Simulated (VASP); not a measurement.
## CdS: relaxation of cell and atoms with PBE

Crystal: CdS.

```
Cd S
1.0
     0.00000    3.07500    3.07500
     3.07500    0.00000    3.07500
     3.07500    3.07500    0.00000
Cd S
1 1
Direct
  0.00000 0.00000 0.00000
  0.25000 0.25000 0.25000
```

| Item | Value |
| --- | --- |
| Program | VASP 6.6.1 |
| Task | relaxation of cell and atoms |
| Functional | PBE |
| Potentials or basis | VASP PAW PBE potentials, release 64 (Cd, S) |
| Cutoff | 500 eV |
| k mesh | 6 × 6 × 6 |
| Occupations | methfessel-paxton, width 0.02 eV |
| Spin | no spin polarisation |
| Dipole correction | no |
| Further INCAR settings | ALGO = Normal; EDIFF = 1e-07; IBRION = 2; EDIFFG = -0.01; NSW = 60; ISIF = 3 |

* Relaxed volume: 26.16 Å³/atom
* Relaxed cell: a = 4.198 Å, b = 4.198 Å, c = 4.198 Å, α = 60.00°, β = 60.00°, γ = 60.00°
* Space group after relaxing (to 0.1 Å): F-43m (No. 216)
* Energy gained by relaxing: 44.3 meV/atom
* Ionic steps: 3
* Pressure after relaxing: 0.0 GPa
* Band gap on the k mesh: 1.03 eV

Step by step:
```csv
step,energy change (eV),largest force (eV/Å),pressure (GPa),volume (Å³)
1,0.0000,0.0000,-4.42,58.15
2,-0.0872,0.0000,0.70,51.66
3,-0.0886,0.0000,0.01,52.31
```

Final structure:
```yaml
crystal:
  lattice:
    - [0.00000, 2.96846, 2.96846]
    - [2.96846, 0.00000, 2.96846]
    - [2.96846, 2.96846, 0.00000]
  atoms:
    - { symbol: Cd, position: [0.00000, 0.00000, 0.00000] }
    - { symbol: S, position: [0.25000, 0.25000, 0.25000] }
```

Levels at points of the mesh, in eV from the valence-band top:
```
           k point  band 6  band 7  band 8  band 9  band 10  band 11  band 12  band 13
(0.00, 0.00, 0.00)   -7.14    0.00    0.00    0.00     1.03     6.55     6.55     6.55
(0.50, 0.00, 0.00)   -6.81   -4.09   -0.68   -0.68     2.93     7.00     7.00     7.31
(0.50, 0.50, 0.00)   -6.75   -3.73   -1.70   -1.70     3.64     4.27     9.02    10.46
```

Run time: 37 s on 1 thread of AMD EPYC 7R43 64-Core Processor (Zen 3), with other jobs on the host, peak memory 0.15 GiB.
